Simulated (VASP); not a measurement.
Runs of VASP 6.6.1 on Si. The structure is that of space group Fd-3m (No. 227), or close to it. The cells are those of the table. 

```csv
task,cell,k mesh,cutoff (eV),smearing,gap on the mesh (eV),pressure (GPa),relaxed volume (Å³/atom)
relaxation of cell and atoms,"relaxed from a = 3.820 Å, angles 60.0°, 2 atoms",10 × 10 × 10,600,gaussian 0.02 eV,(a),0.0,19.72
relaxation of cell and atoms,"relaxed from a = 3.820 Å, angles 60.0°, 2 atoms",12 × 12 × 12,600,gaussian 0.01 eV,0.44,0.0,19.72
single point,"a = 3.820 Å, angles 60.0°, 2 atoms",8 × 8 × 8,520,gaussian 0.02 eV,(b),0.1,-
single point,"a = 3.845 Å, angles 60.0°, 2 atoms",6 × 6 × 6,520,gaussian 0.1 eV,0.60,-1.7,-
```

Alike in all rows: level LDA; potentials or basis VASP PAW LDA potentials, release 64 (Si); no spin polarisation.

**Question.** Estimate the missing entries.

**Answer.** (a) 0.45; (b) 0.49.

A k mesh can miss the band edges.
